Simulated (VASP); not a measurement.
# Ti2Ga (P6_3/mmc) in VASP: further runs

The runs below take Ti2Ga through single point, with LDA.

Everything below comes from runs of VASP 6.6.1. Logs are shortened: lines on timing, memory, paths and dates and some standing lists are left out, and cuts for length are marked.

### Step 1. The cell of the first run

Symmetry: P6_3/mmc, No. 194, hexagonal system. The conventional cell has a = 4.510 Å, b = 4.510 Å, c = 5.500 Å, α = 90.00°, β = 90.00°, γ = 120.00°. Within 3.4 Å of Ti (site symmetry -6m2) lie 5 Ga at 2.60 to 2.75 Å and 6 Ti at 2.94 Å. Ti (site symmetry -3m) has 8 Ti at 2.75 to 2.94 Å and 6 Ga at 2.94 Å within 3.6 Å. Within 3.4 Å of Ga (site symmetry -6m2) lie 11 Ti at 2.60 to 2.94 Å.

### Step 2. Single point, LDA

File INCAR:

```
  ALGO = Normal
  EDIFF = 1E-7
  ENCUT = 520
  GGA = CA
  ISIF = 2
  ISMEAR = 1
  LASPH = T
  LCHARG = F
  LREAL = F
  LWAVE = F
  NBANDS = 46
  NELM = 100
  PREC = Accurate
  SIGMA = 0.05
```

File KPOINTS:

```
k-points
0
Gamma
  5 5 4
```

File POSCAR:

```
Ti2Ga
1.0
    4.5100000000      0.0000000000      0.0000000000
   -2.2550000000      3.9057700000      0.0000000000
    0.0000000000      0.0000000000      5.5000000000
Ti Ga
4 2
Direct
    0.3333333333      0.6666666667      0.7500000000
    0.6666666667      0.3333333333      0.2500000000
    0.0000000000      0.0000000000      0.0000000000
    0.0000000000      0.0000000000      0.5000000000
    0.3333333333      0.6666666667      0.2500000000
    0.6666666667      0.3333333333      0.7500000000
```

Potentials or basis: VASP PAW LDA potentials, release 64 (Ti_sv, Ga_d).

On the command line:

```sh
$ cat potpaw_LDA.64/Ti_sv/POTCAR potpaw_LDA.64/Ga_d/POTCAR > POTCAR
$ mpirun -np 1 vasp_std > vasp.out
```

OUTCAR:

```text
EDIFF = 1E-7
   ENCUT = 520
   GGA = CA
   ISIF = 2
   ISMEAR = 1
   LASPH = T
   LREAL = F
   NELM = 100
   PREC = Accurate

 ion  position               nearest neighbor table
   1  0.333  0.667  0.750-   6 2.60   6 2.60   6 2.60   5 2.75   5 2.75
   2  0.667  0.333  0.250-   5 2.60   5 2.60   5 2.60   6 2.75   6 2.75
   3  0.000  0.000  0.000-   4 2.75   4 2.75
   4  0.000  0.000  0.500-   3 2.75   3 2.75
   5  0.333  0.667  0.250-   2 2.60   2 2.60   2 2.60   1 2.75   1 2.75
   6  0.667  0.333  0.750-   1 2.60   1 2.60   1 2.60   2 2.75   2 2.75

  LATTYP: Found a hexagonal cell.
 ALAT       =     4.5100000000
 C/A-ratio  =     1.2195121951

  Lattice vectors:

 A1 = (   4.5100000000,   0.0000000000,   0.0000000000)
 A2 = (  -2.2550000000,   3.9057700000,   0.0000000000)
 A3 = (   0.0000000000,   0.0000000000,   5.5000000000)

Analysis of symmetry for initial positions (statically):
=====================================================================
 Subroutine PRICEL returns:
 Original cell was already a primitive cell.

 Routine SETGRP: Setting up the symmetry group for a
 hexagonal supercell.

 Subroutine GETGRP returns: Found 24 space group operations
 (whereof 12 operations were pure point group operations)
 out of a pool of 24 trial point group operations.

The static configuration has the point symmetry D_3d.
 The point group associated with its full space group is D_6h.

Analysis of symmetry for dynamics (positions and initial velocities):
=====================================================================
 Subroutine PRICEL returns:
 Original cell was already a primitive cell.

 Routine SETGRP: Setting up the symmetry group for a
 hexagonal supercell.

 Subroutine GETGRP returns: Found 24 space group operations
 (whereof 12 operations were pure point group operations)
 out of a pool of 24 trial point group operations.

The dynamic configuration has the point symmetry D_3d.
 The point group associated with its full space group is D_6h.

 Subroutine INISYM returns: Found 24 space group operations
 (whereof 12 operations are pure point group operations),
 and found     1 'primitive' translations

----------------------------------------------------------------------------------------

                                     Primitive cell

  volume of cell :      96.8826

  direct lattice vectors                    reciprocal lattice vectors
     4.510000000  0.000000000  0.000000000     0.221729490  0.128015731  0.000000000
    -2.255000000  3.905770000  0.000000000     0.000000000  0.256031461  0.000000000
     0.000000000  0.000000000  5.500000000     0.000000000  0.000000000  0.181818182

  length of vectors
     4.510000000  4.509996041  5.500000000     0.256031236  0.256031461  0.181818182

  position of ions in fractional coordinates (direct lattice)
     0.333333333  0.666666667  0.750000000
     0.666666667  0.333333333  0.250000000
     0.000000000  0.000000000  0.000000000
     0.000000000  0.000000000  0.500000000
     0.333333333  0.666666667  0.250000000
     0.666666667  0.333333333  0.750000000

  ion indices of the primitive-cell ions
   primitive index   ion index
                 1           1
                 2           2
                 3           3
                 4           4
                 5           5
                 6           6

----------------------------------------------------------------------------------------

 KPOINTS: k-points

Automatic generation of k-mesh.
 Grid dimensions read from file:
 generate k-points for:    5    5    4

 Generating k-lattice:

  Cartesian coordinates                     Fractional coordinates (reciprocal lattice)
     0.044345898  0.025603146  0.000000000     0.200000000  0.000000000  0.000000000
     0.000000000  0.051206292  0.000000000     0.000000000  0.200000000  0.000000000
     0.000000000  0.000000000  0.045454545     0.000000000  0.000000000  0.250000000

  Length of vectors
     0.051206247  0.051206292  0.045454545

  Shift w.r.t. Gamma in fractional coordinates (k-lattice)
     0.000000000  0.000000000  0.000000000

 Subroutine IBZKPT returns following result:
 ===========================================

 Found     15 irreducible k-points:

 Following reciprocal coordinates:
            Coordinates               Weight
  0.000000  0.000000  0.000000      1.000000
  0.200000 -0.000000  0.000000      6.000000
  0.400000  0.000000  0.000000      6.000000
  0.200000  0.200000  0.000000      6.000000
  0.400000  0.200000  0.000000      6.000000
  0.000000  0.000000  0.250000      2.000000
  0.200000 -0.000000  0.250000     12.000000
  0.400000  0.000000  0.250000     12.000000
  0.200000  0.200000  0.250000     12.000000
  0.400000  0.200000  0.250000     12.000000
  0.000000  0.000000  0.500000      1.000000
  0.200000 -0.000000  0.500000      6.000000
  0.400000  0.000000  0.500000      6.000000
  0.200000  0.200000  0.500000      6.000000
  0.400000  0.200000  0.500000      6.000000
   k-points           NKPTS =     15   k-points in BZ     NKDIM =     15   number of bands    NBANDS=     46
   number of dos      NEDOS =    301   number of ions     NIONS =      6
   total plane-waves  NPLWV =  54432
   dimension x,y,z NGX =    36 NGY =   36 NGZ =   42
   dimension x,y,z NGXF=    72 NGYF=   72 NGZF=   84
   ions per type =               4   2
   NGX,Y,Z   is equivalent  to a cutoff of  13.27, 13.27, 12.70 a.u.
   NGXF,Y,Z  is equivalent  to a cutoff of  26.54, 26.54, 25.39 a.u.
 SYSTEM =  unknown system
   PREC   = accura    normal or accurate (medium, high low for compatibility)
   ISTART =      0    job   : 0-new  1-cont  2-samecut
   ICHARG =      2    charge: 1-file 2-atom 10-const
   ISPIN  =      1    spin polarized calculation?
   LNONCOLLINEAR =      F non collinear calculations
   LSORBIT =      F    spin-orbit coupling
   LASPH  =      T    aspherical Exc in radial PAW
   ENCUT  =  520.0 eV  38.22 Ry    6.18 a.u.   8.39  8.39 10.23*2*pi/ulx,y,z
   NELM   =    100;   NELMIN=  2; NELMDL= -5     # of ELM steps
   EDIFF  = 0.1E-06   stopping-criterion for ELM
   LREAL  =      F    real-space projection
   EDIFFG = 0.1E-05   stopping-criterion for IOM
   NSW    =      0    number of steps for IOM
   IBRION =     -1    ionic relax: 0-MD 1-quasi-New 2-CG
   NFREE  =      0    steps in history (QN), initial steepest desc. (CG)
   ISIF   =      2    stress and relaxation
   ISYM   =      2    0-nonsym 1-usesym 2-fastsym
   POTIM  = 0.5000    time-step for ionic-motion
   TEBEG  =    0.0;   TEEND  =   0.0 temperature during run
   PSTRESS=    0.0 pullay stress
   NELECT =      74.0000    total number of electrons
   NUPDOWN=      -1.0000    fix difference up-down
   EMIN   =  10.00;   EMAX   =-10.00  energy-range for DOS
   EFERMI =   0.00;   METHOD = LEGACY
   ISMEAR =     1;   SIGMA  =   0.05  broadening in eV -4-tet -1-fermi 0-gaus
   EFERMI_NEDOS =   21; number of points for ismear=-14 and -15
   IALGO  =     38    algorithm
   IMIX   =      4    mixing-type and parameters
     AMIX     =   0.40;   BMIX     =  1.00
     AMIX_MAG =   1.60;   BMIX_MAG =  1.00
  volume/ion in A,a.u.               =      16.15       108.97
  Fermi-wavevector in a.u.,A,eV,Ry     =   1.496477  2.827932 30.469486  2.239444
  Thomas-Fermi vector in A             =   2.608489
   LORBIT       =      0    0 simple, 1 ext, 2 COOP (PROOUT), +10 PAW based schemes
   GGA     = CA    functional components
   LHFCALC =     F    Hartree Fock is set to
   AEXX    =    0.0000 exact exchange contribution
   IVDW    =     0    specifies the selected vdW correction
   LEPSILON=     F    determine dielectric tensor
   LRPA    =     F    only Hartree local field effects (RPA)
 non-spin polarized calculation
 Methfessel and Paxton  Order N= 1 SIGMA  =   0.05
  energy-cutoff  :      520.00
  volume of cell :       96.88
 maximum number of plane-waves:      2648
 NGX is ok and might be reduce to    36
   NGX = 17   NGY = 17   NGZ = 21

 number of electron      73.9999981 magnetization

 Free energy of the ion-electron system (eV)
  ---------------------------------------------------
  ext. energy  EPLUGINS =         0.00000000
  ---------------------------------------------------
  free energy    TOTEN  =       -44.01798451 eV

  energy without entropy =      -44.01649647  energy(sigma->0) =      -44.01748850

 E-fermi :   7.8174     XC(G=0): -12.1451

 val. band max:        7.8119662590   @ k =   0.2000  -0.0000   0.2500
 cond. band min:       7.8611528070   @ k =   0.4000   0.2000   0.0000
 fundamental gap:      0.0491865480
 Fermi energy:         7.8174060879

 k-point     1 :       0.0000    0.0000    0.0000
  band No.  band energies     occupation
      1     -48.0941      2.00000
      2     -48.0559      2.00000
      3     -47.9674      2.00000
      4     -47.9208      2.00000
      5     -24.9141      2.00000
      6     -24.8315      2.00000
[... 38 lines left out ...]
     45      10.3459      0.00000
     46      10.3459      0.00000

 k-point     2 :       0.2000   -0.0000    0.0000
  band No.  band energies     occupation
      1     -48.0857      2.00000
      2     -48.0562      2.00000
      3     -47.9755      2.00000
      4     -47.9207      2.00000
      5     -24.9481      2.00000
      6     -24.8502      2.00000
[... 38 lines left out ...]
     45      10.2947      0.00000
     46      10.5084      0.00000

 k-point     3 :       0.4000    0.0000    0.0000
  band No.  band energies     occupation
      1     -48.0677      2.00000
      2     -48.0575      2.00000
      3     -47.9920      2.00000
      4     -47.9206      2.00000
      5     -24.9900      2.00000
      6     -24.8753      2.00000
[... 38 lines left out ...]
     45      10.1011      0.00000
     46      10.1343      0.00000

 k-point     4 :       0.2000    0.2000    0.0000
  band No.  band energies     occupation
      1     -48.0721      2.00000
      2     -48.0567      2.00000
      3     -47.9884      2.00000
      4     -47.9206      2.00000
      5     -24.9812      2.00000
      6     -24.8529      2.00000
[... 479 lines left out ...]
     45       9.8706      0.00000
     46       9.8706      0.00000

 k-point    14 :       0.2000    0.2000    0.5000
  band No.  band energies     occupation
      1     -48.0625      2.00000
      2     -48.0625      2.00000
      3     -47.9566      2.00000
      4     -47.9566      2.00000
      5     -24.8556      2.00000
      6     -24.8556      2.00000
[... 38 lines left out ...]
     45      10.0165      0.00000
     46      10.0179      0.00000

 k-point    15 :       0.4000    0.2000    0.5000
  band No.  band energies     occupation
      1     -48.0586      2.00000
      2     -48.0586      2.00000
      3     -47.9604      2.00000
      4     -47.9604      2.00000
      5     -24.8789      2.00000
      6     -24.8789      2.00000
[... 38 lines left out ...]
     45      10.0316      0.00000
     46      10.0317      0.00000

------------------------ aborting loop because EDIFF is reached ----------------------------------------

  FORCE on cell =-STRESS in cart. coord.  units (eV):
  Direction    XX          YY          ZZ          XY          YZ          ZX
  --------------------------------------------------------------------------------------
  -------------------------------------------------------------------------------------
  Total       -4.7611022     -4.7610910     -5.6798023     -0.0000000      0.0000000      0.0000000
  in kB      -78.7357896    -78.7356053    -93.9286125     -0.0000000      0.0000000      0.0000000
  external PRESSURE =     -83.8000024 kB  Pullay stress =       0.0000000 kB

 VOLUME and BASIS-vectors are now :
 -----------------------------------------------------------------------------
  energy-cutoff  :      520.00
  volume of cell :       96.88
      direct lattice vectors                 reciprocal lattice vectors
     4.510000000  0.000000000  0.000000000     0.221729490  0.128015731  0.000000000
    -2.255000000  3.905770000  0.000000000     0.000000000  0.256031461  0.000000000
     0.000000000  0.000000000  5.500000000     0.000000000  0.000000000  0.181818182

 POSITION                                       TOTAL-FORCE (eV/Angst)
 -----------------------------------------------------------------------------------
     -0.00000      2.60385      4.12500         0.000000      0.000000      0.000000
      2.25500      1.30192      1.37500        -0.000000     -0.000000      0.000000
      0.00000      0.00000      0.00000         0.000000     -0.000000      0.000000
      0.00000      0.00000      2.75000         0.000000     -0.000000      0.000000
     -0.00000      2.60385      1.37500        -0.000000      0.000000      0.000000
      2.25500      1.30192      4.12500         0.000000     -0.000000     -0.000000
 -----------------------------------------------------------------------------------
    total drift:                               -0.000000      0.000000     -0.000000

  FREE ENERGIE OF THE ION-ELECTRON SYSTEM (eV)
  ---------------------------------------------------
  free  energy   TOTEN  =       -44.0179845068 eV

  energy  without entropy=      -44.0164964738  energy(sigma->0) =      -44.01748850
```

It took 47 s on 1 thread of AMD EPYC 9R45 (Zen 5), shared host; peak memory 0.18 GiB.

Results:

| Quantity | Value |
| --- | --- |
| Free energy | -44.0180 eV |
| Pressure | -8.4 GPa |
| Band gap on the k mesh | zero (band 37 reaches 8.05 eV, above the bottom of band 38 at 7.35 eV) |

Stress tensor (GPa, compression positive):
```
-7.87  0.00  0.00
 0.00 -7.87  0.00
 0.00  0.00 -9.39
```

Levels at points of the mesh, in eV from the Fermi level:
| k point | band 34 | band 35 | band 36 | band 37 | band 38 | band 39 | band 40 | band 41 | band 42 | band 43 |
| --- | --- | --- | --- | --- | --- | --- | --- | --- | --- | --- |
| (0.00, 0.00, 0.00) | -1.02 | -0.82 | -0.82 | -0.46 | -0.46 | 1.46 | 1.46 | 1.80 | 2.49 | 2.53 |
| (0.00, 0.00, 0.50) | -1.55 | -0.32 | -0.32 | -0.32 | -0.32 | 1.29 | 1.29 | 2.28 | 2.28 | 2.28 |

(Part 1 of 2 ends here.)
